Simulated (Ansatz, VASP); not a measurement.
One calculation of Zr, two programs

```
Zr
1.0
     3.14397    0.00000    0.00000
    -1.57198    2.72275    0.00000
     0.00000    0.00000    5.08946
Zr
2
Cartesian
  0.0000 1.8152 1.2724
  1.5720 0.9076 3.8171
```

Alike in both runs: task single point; functional LDA; k mesh 7 × 7 × 4; occupations fermi-dirac, width 0.1 eV; no spin polarisation.

```csv
,VASP,Ansatz
version,VASP 6.6.1,Ansatz 0.2.0
potentials or method,"VASP PAW LDA potentials, release 64 (Zr_sv), cutoff 520 eV","plane waves (420 eV) with PAW, scalar-relativistic"
valence electrons in the cell,24,24
```

```csv
,VASP,Ansatz,Ansatz less VASP
pressure (GPa),0.2,0.1,-0.09
"traceless stress, the component that is largest in VASP (GPa)",-0.36,-0.40,-0.037
```

Ansatz warns that its potentials were made for another functional, while VASP's fit it. LDA's correlation is that of Perdew and Zunger in VASP and of Perdew and Wang (1992) in Ansatz.
